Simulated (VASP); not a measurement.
The system is AlFe.

```xyz
2
Lattice="2.9100 0.0000 0.0000 0.0000 2.9100 0.0000 0.0000 0.0000 2.9100" Properties=species:S:1:pos:R:3 pbc="T T T"
Fe    1.4550    1.4550    1.4550
Al    0.0000    0.0000    0.0000
```

| Quantity | Value |
| --- | --- |
| Program | VASP 6.6.1 |
| Task | relaxation of cell and atoms |
| Functional | PBE |
| Potentials or basis | VASP PAW PBE potentials, release 64 (Fe, Al) |
| Cutoff | 600 eV |
| k mesh | 9 × 9 × 9 |
| Occupations | fermi-dirac, width 0.05 eV |
| Spin | collinear spin, ferromagnetic start |
| Starting moments | [3.0, 0.0] μB |

At the start: pressure -6.3 GPa; volume 12.32 Å³/atom.

**Question.** How do energy, volume and symmetry change on relaxing?

**Answer.** Over 3 steps the energy falls by 9.2 meV/atom and the volume is 11.86 Å³/atom (-3.7 %); space group Pm-3m (No. 221, to 0.1 Å) before and after; moment 0.62 μB per cell.

The path:
| step | energy change (eV) | largest force (eV/Å) | pressure (GPa) | volume (Å³) |
| --- | --- | --- | --- | --- |
| 1 | 0.0000 | 0.0000 | -6.25 | 24.64 |
| 2 | -0.0046 | 0.0000 | 6.14 | 22.97 |
| 3 | -0.0184 | 0.0000 | -0.02 | 23.72 |

Final structure:
```
Fe Al
1.0
     2.87341    0.00000    0.00000
     0.00000    2.87341    0.00000
     0.00000    0.00000    2.87341
Fe Al
1 1
Cartesian
  1.4367 1.4367 1.4367
  0.0000 0.0000 0.0000
```
